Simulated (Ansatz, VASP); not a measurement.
# LiCl: VASP beside Ansatz

File POSCAR:

```
LiCl
1.0
    0.0000000000      2.7330425439      2.7330425439
    2.7330425439      0.0000000000      2.7330425439
    2.7330425439      2.7330425439      0.0000000000
Li Cl
1 1
Direct
    0.0000000000      0.0000000000      0.0000000000
    0.2500000000      0.2500000000      0.2500000000
```

INCAR.step1

```
SYSTEM = LiCl
PREC = Accurate
ENCUT = 520
EDIFF = 1E-5
ISMEAR = 1
SIGMA = 0.5
LREAL = .FALSE.
LASPH = .TRUE.
NELM = 100
ALGO = Normal
ISIF = 2
LWAVE = .TRUE.
GGA = PE
NBANDS = 12
```

The input INCAR.step2:

```
SYSTEM = LiCl
PREC = Accurate
ENCUT = 520
EDIFF = 1E-7
ISMEAR = 1
SIGMA = 0.5
LREAL = .FALSE.
LASPH = .TRUE.
NELM = 100
ALGO = Normal
ISIF = 2
LWAVE = .FALSE.
LCHARG = .TRUE.
GGA = PE
LHFCALC = .TRUE.
HFSCREEN = 0.2079
PRECFOCK = Normal
LELF = .TRUE.
LVHAR = .TRUE.
ISTART = 1
NBANDS = 12
```

KPOINTS

```
Automatic mesh
0
G
  4 4 4
  0 0 0
```

Input for Ansatz:

```yaml
crystal:
  lattice:
    - [0.0, 2.7330425439, 2.7330425439]
    - [2.7330425439, 0.0, 2.7330425439]
    - [2.7330425439, 2.7330425439, 0.0]
  atoms:
    - { symbol: Li, position: [0.0, 0.0, 0.0] }
    - { symbol: Cl, position: [0.25, 0.25, 0.25] }
kpoints:
  mp_grid: { grid: [4, 4, 4] }
hamiltonian:
  xc: hse06
scf:
  occupations: { method: methfessel_paxton, width: 0.5 }
  n_extra_bands: 4
output:
  forces: true
  stress: true
  eigenvalues: true
```

Alike in both runs: task single point; functional HSE06; k mesh 4 × 4 × 4; occupations methfessel-paxton of order 1, width 0.5 eV; no spin polarisation.

|  | VASP | Ansatz |
| --- | --- | --- |
| version | VASP 6.6.1 | Ansatz 0.2.0 |
| potentials or method | VASP PAW PBE potentials, release 64 (Li_sv, Cl) | plane waves |
| plane-wave cutoff (eV) | 520 | 420 |
| valence electrons in the cell | 10 | 10 |

|  | VASP | Ansatz | Ansatz less VASP |
| --- | --- | --- | --- |
| gap on the k mesh at the Fermi level (eV) | 7.36 | 7.39 | +0.021 |

The functional is the same, so the differences come from potentials, cutoffs and numerics. Ansatz's warnings: stress exchange threshold loose, stress scf threshold loose.

The k mesh is coarse, so the values compare programs but aren't converged. Noted on VASP's run: the cutoff is under 1.25 times that of the potentials, so the pressure is a little rough.
